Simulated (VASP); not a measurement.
Ge2N:

```xyz
3
Lattice="2.7218 -3.5725 0.0000 2.7218 3.5725 0.0000 0.0000 0.0000 2.8353" Properties=species:S:1:pos:R:3 pbc="T T T"
Ge    2.7218    2.1301    0.0000
Ge    2.7218   -2.1301    0.0000
N     0.0000    0.0000    1.4176
```

The cell was built from a structure type or drawn by symmetry, and may not be a known phase.

```yaml
Program: VASP 6.6.1
Task: relaxation of cell and atoms
Functional: PBE
Potentials_or_basis: VASP PAW PBE potentials, release 64 (Ge_d, N)
Cutoff: 600 eV
k_mesh: 12 × 12 × 16
Occupations: gaussian, width 0.1 eV
Spin: no spin polarisation
```

At the start: pressure -0.2 GPa; volume 18.38 Å³/atom.

Q: Where does the relaxation end?

A: Over 24 steps the energy falls by 3.5 meV/atom and the volume is 18.32 Å³/atom (-0.3 %); space group Cmmm (No. 65, to 0.1 Å) before and after.

Step by step:
```tsv
step	energy change (eV)	largest force (eV/Å)	pressure (GPa)	volume (Å³)
1	0.0000	0.1160	-0.16	55.14
2	-0.0071	0.0218	-0.17	54.99
3	-0.0073	0.0384	-0.30	54.97
4	-0.0087	0.0258	-0.11	54.67
5	-0.0089	0.0510	-0.25	54.55
6	-0.0086	0.1021	-0.03	54.32
7	-0.0089	0.0645	-0.15	54.49
8	-0.0090	0.0095	0.23	54.25
9	-0.0091	0.0271	0.18	54.37
10	-0.0094	0.0149	0.18	54.44
11	-0.0099	0.0182	0.12	54.64
12	-0.0098	0.0903	0.21	55.06
13	-0.0100	0.0441	0.23	54.79
14	-0.0102	0.0245	0.06	54.88
15	-0.0103	0.0043	-0.05	54.96
16	-0.0103	0.0357	-0.28	55.13
17	-0.0103	0.0094	-0.04	55.01
18	-0.0103	0.0218	-0.19	55.07
19	-0.0103	0.0166	-0.11	55.04
20	-0.0104	0.0153	-0.14	55.04
21	-0.0104	0.0141	-0.12	55.03
22	-0.0105	0.0117	-0.10	55.02
23	-0.0105	0.0144	-0.01	54.94
24	-0.0105	0.0088	-0.01	54.95
```

Final structure:
```xyz
3
Lattice="2.6502 -3.6319 0.0000 2.6502 3.6319 0.0000 0.0000 0.0000 2.8544" Properties=species:S:1:pos:R:3 pbc="T T T"
Ge    2.6502    2.1971    0.0000
Ge    2.6502   -2.1971    0.0000
N     0.0000    0.0000    1.4272
```
